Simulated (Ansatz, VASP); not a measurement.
**Si5P: VASP beside Ansatz**

```
Si P
1.0
     0.00000    3.57944    3.57944
     3.57944    0.00000    3.57944
     3.57944    3.57944    0.00000
Si P
5 1
Direct
  0.25000 0.25000 0.25000
  0.62515 0.62515 0.62515
  0.12455 0.62515 0.62515
  0.62515 0.62515 0.12455
  0.62515 0.12455 0.62515
  0.00000 0.00000 0.00000
```

Change from the starting cell: species swapped into the ZrNi5 type (F-43m, No. 216).

Alike in both runs: functional PBE; k mesh 10 × 10 × 10; occupations gaussian, width 0.1 eV; no spin polarisation.

Ansatz relaxed the structure, and its values are those at the end. VASP's run is a single point on that final structure, the one shown.

|  | VASP | Ansatz |
| --- | --- | --- |
| version | VASP 6.6.1 | Ansatz 0.2.0 |
| potentials or method | VASP PAW PBE potentials, release 64 (Si, P), cutoff 520 eV | scalar-relativistic, plane waves, PAW |
| valence electrons in the cell | 25 | 25 |

```tsv
	VASP	Ansatz	Ansatz less VASP
gap on the k mesh at the Fermi level (eV)	none	none	-
pressure (GPa)	0.0	0.0	+0.04
```

A gap of «none» marks a metal or a gap that the smearing closes.
